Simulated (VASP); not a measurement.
Input of a VASP 6.6.1 run:

Contents of INCAR:

```
PREC     = Accurate       # precision mode
ENCUT    = 520            # plane-wave cutoff, eV
EDIFF    = 1E-6           # SCF threshold, eV
ISMEAR   = -1             # smearing method
SIGMA    = 0.1            # smearing width, eV
LREAL    = F              # projectors in reciprocal space
LASPH    = T              # aspherical terms in the spheres
NELM     = 60             # most SCF steps
ALGO     = Normal         # electronic algorithm
ISIF     = 2              # what is computed and relaxed
LWAVE    = F              # write WAVECAR
LCHARG   = F              # write CHGCAR
GGA      = PS             # functional
NBANDS   = 34             # bands
```

The input KPOINTS:

```
regular mesh
0
Gamma
  14 14 4
```

Contents of POSCAR:

```
Tl
1.0
    3.4329046436      0.0000000000      0.0000000000
   -1.7164523218      2.9729826302      0.0000000000
    0.0000000000      0.0000000000     11.1424582974
Tl
4
Direct
    1.0000000000      1.0000000000      1.0000000000
    1.0000000000      1.0000000000      0.5000000000
    0.3333333333      0.6666666667      0.2500000000
    0.6666666667      0.3333333333      0.7500000000
```

Potentials or basis: VASP PAW PBE potentials, release 64 (Tl_d).

Launch:

```sh
$ cat potpaw_PBE.64/Tl_d/POTCAR > POTCAR
$ mpirun -np 1 vasp_std > vasp.out
```

**Question.** Estimate the band gap on the k mesh.

**Answer.** Zero (bands 26 and 27 overlap by 4.47 eV).

**Question.** What does it give for the pressure?

**Answer.** 0.0 GPa.

Stress tensor (GPa, compression positive):
```
-0.11  0.00  0.00
 0.00 -0.11  0.00
 0.00  0.00  0.10
```

Caveat: the PAW data sets were made with another functional, which shifts forces and pressure a little; spin-orbit coupling is left out, which moves the levels of the heavy elements.
